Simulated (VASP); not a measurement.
Set up this calculation in VASP 6.6.1, as the native input.

| Item | Value |
| --- | --- |
| Task | single point |
| Functional | LDA |
| Potentials or basis | VASP PAW LDA potentials, release 64 (Mg, O) |
| Cutoff | 520 eV |
| k mesh | 6 × 6 × 6 |
| Occupations | gaussian, width 0.05 eV |
| Spin | no spin polarisation |
| Dipole correction | no |
| Further INCAR settings | ALGO = Normal; EDIFF = 1e-07; NBANDS = 26 |

The structure of MgO lies in POSCAR:

```
MgO
1.0
    4.1607146133      0.0000000000      0.0000000000
    0.0000000000     -4.1607146133      0.0000000000
    0.0000000000      0.0000000000     -4.1607146133
Mg O
4 4
Direct
   -0.0176746333      1.0176746333      1.0749871186
    0.5000000000      0.5000000000      1.0000000000
    0.5000000000      1.0000000000      0.5000000000
    0.0000000000      0.5000000000      0.5000000000
    0.5000000000      0.0000000000      0.0000000000
    0.0000000000      0.5000000000      0.0000000000
    0.0000000000      0.0000000000      0.5000000000
    0.5000000000      0.5000000000      0.5000000000
```

This cell differs from its parent crystal: atom 1 (Mg) moved by -0.104 Å along [1 1 0] and -0.312 Å along [0 0 1].

These files were run (other wordings do the same):

INCAR

```
PREC = Accurate
ENCUT = 520
EDIFF = 1E-7
ISMEAR = 0
SIGMA = 0.05
LREAL = False
LASPH = True
NELM = 60
ALGO = Normal
ISIF = 2
LWAVE = False
LCHARG = False
GGA = CA
NBANDS = 26
```

KPOINTS

```
regular mesh
0
Gamma
  6 6 6
```

Potentials or basis: VASP PAW LDA potentials, release 64 (Mg, O).

Command:

```console
$ cat potpaw_LDA.64/Mg/POTCAR potpaw_LDA.64/O/POTCAR > POTCAR
$ mpirun -np 1 vasp_std > vasp.out
```

Results of the run:

- Pressure: 2.1 GPa
- Largest force: 4.870 eV/Å
- Band gap on the k mesh: 5.00 eV, direct

Caveat: the cell differs from its parent crystal (atom 1 (Mg) moved by -0.104 Å along [1 1 0] and -0.312 Å along [0 0 1]); forces of over 1 eV/Å act on the atoms, so gaps and moduli don't describe the material at rest.

Run time: 86 s on 1 thread of Intel Xeon 6975P-C, with other jobs on the host, peak memory 0.22 GiB.
